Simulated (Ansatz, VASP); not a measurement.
# Hf: VASP beside Ansatz

INCAR

```
SYSTEM = Hf
PREC = Accurate
ENCUT = 520
EDIFF = 1E-6
ISMEAR = -1
SIGMA = 0.03
LREAL = .FALSE.
LASPH = .TRUE.
NELM = 60
ALGO = Normal
ISIF = 2
LWAVE = .FALSE.
LCHARG = .FALSE.
GGA = PE
NBANDS = 11
```

File KPOINTS:

```
regular mesh
0
G
  13 13 13
  0 0 0
```

POSCAR

```
Hf
1.0
    0.0222000000      2.2311000000      2.2311000000
    2.2311000000      0.0222000000      2.2311000000
    2.2311000000      2.2311000000      0.0222000000
Hf
1
Direct
    0.0000000000      0.0000000000      0.0000000000
```

Input for Ansatz:

```yaml
crystal:
  lattice:
    - [0.0222, 2.2311, 2.2311]
    - [2.2311, 0.0222, 2.2311]
    - [2.2311, 2.2311, 0.0222]
  atoms:
    - { symbol: Hf, position: [0.0, 0.0, 0.0] }
kpoints:
  mp_grid: { grid: [13, 13, 13] }
  band_path:
    path:
      - [0.0, 0.0, 0.0]
      - [0.5, 0.5, 0.5]
      - [0.247543133, 0.5, 0.752456867]
      - [-0.247543133, 0.247543133, 0.5]
      - [0.0, 0.0, 0.5]
      - [0.0, 0.0, 0.0]
      - [-0.3737715665, 0.0, 0.3737715665]
      - [0.0, 0.3737715665, 0.6262284335]
      - [0.0, 0.5, 0.5]
    npoints: 5
scf:
  occupations: { method: fermi_dirac, width: 0.03 }
hamiltonian:
  xc: pbe
  pseudopotentials: { kind: all_electron, lapw: { basis_error: 0.001 } }
output:
  forces: true
  stress: true
  eigenvalues: true
```

Change from the starting cell: equal xy, yz and zx shear strains of +1 %.

Alike in both runs: task single point; functional PBE; k mesh 13 × 13 × 13; occupations fermi-dirac, width 0.03 eV; no spin polarisation.

|  | VASP | Ansatz |
| --- | --- | --- |
| version | VASP 6.6.1 | Ansatz 0.2.0 |
| potentials or method | VASP PAW PBE potentials, release 64 (Hf_pv), cutoff 520 eV | all-electron LAPW, scalar-relativistic |

Ansatz gave:

- pressure (GPa): 3.3
- traceless stress, the component that is largest in VASP (GPa): -0.75

Question: What did VASP give for the same quantities?

Answer: Pressure (GPa): 2.8; traceless stress, the component that is largest in VASP (GPa): -0.74.

Ansatz ran all-electron here, and VASP with PAW potentials.

Neither program's run includes spin-orbit coupling.
